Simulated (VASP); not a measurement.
Set up this calculation in VASP 6.6.1, as the native input.

```
Task                   : single point
Functional             : r2SCAN
Potentials or basis    : VASP PAW PBE potentials, release 64 (Sn_d)
Cutoff                 : 520 eV
k mesh                 : 10 × 10 × 10
Occupations            : fermi-dirac, width 0.05 eV
Spin                   : no spin polarisation
Dipole correction      : no
Further INCAR settings : ALGO = Normal; EDIFF = 1e-07; NBANDS = 13
```

The system is Sn.

```
Sn
1.0
    -1.88194    1.88194    1.88194
     1.88194   -1.88194    1.88194
     1.88194    1.88194   -1.88194
Sn
1
Direct
  0.00000 0.00000 0.00000
```

The input as run:

POSCAR

```
Sn
1.0
   -1.8819356520      1.8819356520      1.8819356520
    1.8819356520     -1.8819356520      1.8819356520
    1.8819356520      1.8819356520     -1.8819356520
Sn
1
Direct
    0.0000000000      0.0000000000      0.0000000000
```

INCAR.step1

```
PREC = Accurate
ENCUT = 520
ISMEAR = -1
SIGMA = 0.05
LREAL = False
LASPH = True
NELM = 100
NBANDS = 13
GGA = PE
ALGO = Normal
EDIFF = 1E-4
LWAVE = True
LCHARG = False
```

INCAR.step2

```
PREC = Accurate
ENCUT = 520
EDIFF = 1E-7
ISMEAR = -1
SIGMA = 0.05
LREAL = False
LASPH = True
NELM = 100
ALGO = Normal
ISIF = 2
LWAVE = False
LCHARG = False
METAGGA = R2SCAN
LMIXTAU = True
NBANDS = 13
ISTART = 1
```

KPOINTS

```
Automatic mesh
0
Gamma
  10 10 10
```

Potentials or basis: VASP PAW PBE potentials, release 64 (Sn_d).

The run is started by

```bash
$ cat potpaw_PBE.64/Sn_d/POTCAR > POTCAR
$ cp INCAR.step1 INCAR
$ mpirun -np 1 vasp_std > vasp.out
$ cp INCAR.step2 INCAR
$ mpirun -np 1 vasp_std > vasp.out
```

It gave:

```
Pressure               : 0.2 GPa
Band gap on the k mesh : zero (band 7 reaches 16.90 eV, above the bottom of band 8 at 5.79 eV)
```

Caveat: the PAW data sets were made with another functional, which shifts forces and pressure a little; spin-orbit coupling is left out, which moves the levels of the heavy elements.

Wall time 23 s on 1 thread of Intel(R) Xeon(R) Platinum 8375C CPU @ 2.90GHz (Ice Lake), on a shared host, peak memory 0.15 GiB.
